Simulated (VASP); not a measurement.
# Ga6N7 (a cell with a defect) in VASP: a series of runs

Ga6N7 (a cell with a defect) is run at these levels: PBE; tasks: single point.

All numbers are computed with VASP 6.6.1; they aren't measurements. Logs are shortened: lines on timing, memory, paths and dates and some standing lists are left out, and cuts for length are marked.

## (1) The cell of the first run

The cell holds a defect, 13 atoms: a = 5.243 Å, b = 5.574 Å, c = 5.574 Å, α = 120.00°, β = 90.00°, γ = 90.00°.

## (2) Single point, PBE, collinear spin (with an interstitial atom, then relaxed in part)

File INCAR:

```
SYSTEM = Ga6N7
PREC = Accurate ; ENCUT = 520
EDIFF = 1E-7 ; ISMEAR = 0
SIGMA = 0.02 ; LREAL = .FALSE.
LASPH = .TRUE. ; NELM = 150
ALGO = Normal ; ISIF = 2
LWAVE = .FALSE. ; LCHARG = .TRUE.
ISPIN = 2 ; MAGMOM = 0 0 0 0 0 0 0 0 0 0 0 0 1
LORBIT = 11 ; GGA = PE
LELF = .TRUE. ; LVHAR = .TRUE.
NBANDS = 72
```

File KPOINTS:

```
regular mesh
0
G
  3 3 3
  0 0 0
```

File POSCAR:

```
Ga6N7
1.0
    0.0000000000      0.0000000000      5.2431684095
    4.8275562239     -2.7871908853      0.0000000000
   -0.0000000001      5.5743817708      0.0000000000
Ga N
6 7
Direct
    0.5029184088      0.3261600963      0.3242638711
    0.5029141100      0.0001722213      0.6722860620
    0.5029183958      0.6741844988      0.9982760156
    0.9996286009      0.0001719690      0.3313653789
    0.9996217434      0.6670806381      0.6651870199
    0.9996210319      0.3332634104      0.9982783451
    0.8714363091      0.3433250665      0.3414320149
    0.8714309647      0.0001717431      0.6551199684
    0.8714362414      0.6570192337      0.9982786729
    0.3881678303      0.0001720220      0.3462676462
    0.3881726740      0.6521759037      0.6502818897
    0.3881728003      0.3481683942      0.9982779653
    0.1642012435      0.0001729049     -0.0017403779
```

Potentials or basis: VASP PAW PBE potentials, release 64 (Ga_d, N).

Launch:

```bash
$ cat potpaw_PBE.64/Ga_d/POTCAR potpaw_PBE.64/N/POTCAR > POTCAR
$ mpirun -np 1 vasp_std > vasp.out
```

OUTCAR:

```text
SYSTEM = Ga6N7
   PREC = Accurate
   ENCUT = 520
   EDIFF = 1E-7
   ISMEAR = 0
   LREAL = .FALSE.
   LASPH = .TRUE.
   NELM = 150
   ISIF = 2
   ISPIN = 2
   LORBIT = 11
   GGA = PE

 ion  position               nearest neighbor table
   1  0.503  0.326  0.324-  11 1.91   7 1.93  12 1.98  10 1.98
   2  0.503  0.000  0.672-  10 1.91   8 1.93  12 1.98  11 1.98
   3  0.503  0.674  0.998-  12 1.91   9 1.93  11 1.98  10 1.98
   4  1.000  0.000  0.331-   8 1.93   9 2.00   7 2.00  10 2.04  13 2.05
   5  1.000  0.667  0.665-   7 1.93   9 2.00   8 2.00  11 2.04  13 2.05
   6  1.000  0.333  0.998-   9 1.93   7 2.00   8 2.00  12 2.04  13 2.05
   7  0.871  0.343  0.341-   5 1.93   1 1.93   4 2.00   6 2.00
   8  0.871  0.000  0.655-   4 1.93   2 1.93   5 2.00   6 2.00
   9  0.871  0.657  0.998-   6 1.93   3 1.93   4 2.00   5 2.00
  10  0.388  0.000  0.346-   2 1.91   3 1.98   1 1.98   4 2.04
  11  0.388  0.652  0.650-   1 1.91   3 1.98   2 1.98   5 2.04
  12  0.388  0.348  0.998-   3 1.91   1 1.98   2 1.98   6 2.04
  13  0.164  0.000  0.998-   6 2.05   5 2.05   4 2.05

  LATTYP: Found a hexagonal cell.
 ALAT       =     5.5743817707
 C/A-ratio  =     0.9405829427

  Lattice vectors:

 A1 = (   4.8275562239,  -2.7871908853,   0.0000000000)
 A2 = (  -0.0000000001,   5.5743817708,   0.0000000000)
 A3 = (   0.0000000000,   0.0000000000,   5.2431684095)

Analysis of symmetry for initial positions (statically):
=====================================================================
 Subroutine PRICEL returns:
 Original cell was already a primitive cell.

 Routine SETGRP: Setting up the symmetry group for a
 hexagonal supercell.

 Subroutine GETGRP returns: Found  2 space group operations
 (whereof  1 operations were pure point group operations)
 out of a pool of 24 trial point group operations.

The static configuration has the point symmetry C_1 .
 The point group associated with its full space group is C_1h.

Analysis of symmetry for dynamics (positions and initial velocities):
=====================================================================
 Subroutine PRICEL returns:
 Original cell was already a primitive cell.

 Routine SETGRP: Setting up the symmetry group for a
 hexagonal supercell.

 Subroutine GETGRP returns: Found  2 space group operations
 (whereof  1 operations were pure point group operations)
[... 184 lines left out ...]
  band No.  band energies     occupation
      1     -11.5579      1.00000
      2      -9.6444      1.00000
      3      -9.4802      1.00000
      4      -9.4802      1.00000
      5      -9.4550      1.00000
      6      -9.4550      1.00000
[... 699 lines left out ...]
     67      13.0957      0.00000
     68      13.0957      0.00000
 Fermi energy:         6.2344985929

 spin component 2

 k-point     1 :       0.0000    0.0000    0.0000
  band No.  band energies     occupation
      1     -10.8099      1.00000
      2      -9.4690      1.00000
      3      -9.3150      1.00000
      4      -9.3149      1.00000
      5      -9.3100      1.00000
      6      -9.3100      1.00000
[... 699 lines left out ...]
     67      13.2544      0.00000
     68      13.2545      0.00000
 [bands above 68 left out]

------------------------ aborting loop because EDIFF is reached ----------------------------------------

  FORCE on cell =-STRESS in cart. coord.  units (eV):
  Direction    XX          YY          ZZ          XY          YZ          ZX
  --------------------------------------------------------------------------------------
  -------------------------------------------------------------------------------------
  Total       10.6301251     10.6296889     10.2963949      0.0000000      0.0002174     -0.0000000
  in kB      120.7066233    120.7016706    116.9170687      0.0000000      0.0024690     -0.0000000
  external PRESSURE =     119.4417875 kB  Pullay stress =       0.0000000 kB

 VOLUME and BASIS-vectors are now :
 -----------------------------------------------------------------------------
  energy-cutoff  :      520.00
  volume of cell :      141.10
      direct lattice vectors                 reciprocal lattice vectors
     0.000000000  0.000000000  5.243168409     0.000000000  0.000000000  0.190724372
     4.827556224 -2.787190885  0.000000000     0.207144144  0.000000000  0.000000000
    -0.000000000  5.574381771  0.000000000     0.103572072  0.179392091  0.000000000

 POSITION                                       TOTAL-FORCE (eV/Angst)
 -----------------------------------------------------------------------------------
      1.57456      0.89850      2.63689         0.011905      0.006803      0.006362
      0.00083      3.74710      2.63686         0.000000     -0.013296      0.006237
      3.25466      3.68569      2.63689        -0.011905      0.006803      0.006362
      0.00083      1.84668      5.24122        -0.000000      0.029216     -0.015161
      3.22037      1.84873      5.24119        -0.025840     -0.015423     -0.015139
      1.60885      4.63592      5.24118         0.025840     -0.015423     -0.015139
      1.65742      0.94636      4.56909         0.007647      0.004556     -0.008140
      0.00083      3.65141      4.56906         0.000000     -0.008747     -0.007919
      3.17180      3.73355      4.56909        -0.007647      0.004556     -0.008140
      0.00083      1.92975      2.03523        -0.000000      0.008545      0.008066
      3.14842      1.80718      2.03525        -0.007254     -0.004109      0.008002
      1.68080      4.59437      2.03526         0.007254     -0.004109      0.008002
      0.00083      5.56420      0.86093        -0.000000      0.000628      0.026607
 -----------------------------------------------------------------------------------
    total drift:                               -0.004647     -0.000729     -0.001181

  FREE ENERGIE OF THE ION-ELECTRON SYSTEM (eV)
  ---------------------------------------------------
  free  energy   TOTEN  =       -73.6366538251 eV

  energy  without entropy=      -73.6366538251  energy(sigma->0) =      -73.63665383

 total charge

# of ion       s       p       d       tot
------------------------------------------
    1        0.791   0.887  10.181  11.859
    2        0.791   0.887  10.181  11.859
    3        0.791   0.887  10.181  11.859
    4        0.768   0.863  10.188  11.819
    5        0.768   0.863  10.188  11.819
    6        0.768   0.863  10.188  11.819
    7        1.238   2.493   0.000   3.731
    8        1.238   2.493   0.000   3.731
    9        1.238   2.493   0.000   3.731
   10        1.243   2.477   0.000   3.720
   11        1.243   2.477   0.000   3.720
   12        1.243   2.477   0.000   3.720
   13        1.364   2.218   0.000   3.582
--------------------------------------------------
tot         13.486  22.377  61.108  96.970

 magnetization (x)

# of ion       s       p       d       tot
------------------------------------------
    1        0.006   0.023   0.012   0.041
    2        0.006   0.023   0.012   0.041
    3        0.006   0.023   0.012   0.041
    4       -0.009  -0.003   0.032   0.021
    5       -0.009  -0.003   0.032   0.021
    6       -0.009  -0.003   0.032   0.021
    7        0.013   0.131   0.000   0.144
    8        0.013   0.131   0.000   0.144
    9        0.013   0.131   0.000   0.144
   10        0.016   0.148   0.000   0.164
   11        0.016   0.148   0.000   0.164
   12        0.016   0.148   0.000   0.164
   13        0.033   1.256   0.000   1.289
--------------------------------------------------
tot          0.112   2.152   0.133   2.397
```

OSZICAR:

```text
N       E                     dE             d eps       ncg     rms          rms(c)
DAV:   1     0.153200467401E+04    0.15320E+04   -0.46930E+04  3296   0.293E+03
DAV:   2     0.284925186800E+03   -0.12471E+04   -0.11577E+04  2880   0.837E+02
[... 12 lines left out ...]
DAV:  15    -0.736366517349E+02   -0.33921E-05   -0.67294E-05  3592   0.149E-01    0.168E-02
DAV:  16    -0.736366530598E+02   -0.13249E-05   -0.25882E-05  3608   0.294E-02    0.899E-03
DAV:  17    -0.736366538157E+02   -0.75588E-06   -0.57083E-06  3600   0.216E-02    0.396E-03
DAV:  18    -0.736366539801E+02   -0.16437E-06   -0.13841E-06  3472   0.140E-02    0.159E-03
DAV:  19    -0.736366538713E+02    0.10877E-06   -0.32115E-07  2640   0.485E-03    0.103E-03
DAV:  20    -0.736366538251E+02    0.46160E-07   -0.81196E-08  1872   0.439E-03
   1 F= -.73636654E+02 E0= -.73636654E+02  d E =-.346910E-16  mag=     3.0000
```

stdout:

```text
POSCAR found type information on POSCAR GaN
 POSCAR found :  2 types and      13 ions
 scaLAPACK will be used
 LDA part: xc-table for (Slater+PW92), standard interpolation
 POSCAR, INCAR and KPOINTS ok, starting setup
 FFT: planning ... GRIDC
 FFT: planning ... GRID_SOFT
 FFT: planning ... GRID
 WAVECAR not read
 entering main loop
```

Run time: 8.9 min. Hardware: 1 thread of Intel Xeon 8259CL, shared host; peak memory 0.37 GiB.

What came out:

* Free energy: -73.6367 eV
* Pressure: 11.9 GPa
* Largest force: 0.034 eV/Å
* Band gap on the k mesh: 0.51 eV
* Net moment: 3.00 μB per cell
* Site moments: Ga +0.04, +0.02 (each value once); N +0.14, +0.16, +1.29 (each value once) μB
* Valence electrons inside the program's atomic spheres: Ga 11.86, 11.82 (each value once); N 3.73, 3.72, 3.58 (each value once)

Forces in eV/Å, atoms in the order of the input:
```
Ga   0.012  0.007  0.006
Ga   0.000 -0.013  0.006
Ga  -0.012  0.007  0.006
Ga   0.000  0.029 -0.015
Ga  -0.026 -0.015 -0.015
Ga   0.026 -0.015 -0.015
N    0.008  0.005 -0.008
N    0.000 -0.009 -0.008
N   -0.008  0.005 -0.008
N    0.000  0.009  0.008
N   -0.007 -0.004  0.008
N    0.007 -0.004  0.008
N    0.000  0.001  0.027
```

Caveat: the k points lie up to 0.43 Å⁻¹ apart; the cell differs from its parent crystal (with an interstitial atom, then relaxed in part).

(Part 1 of 2 ends here.)
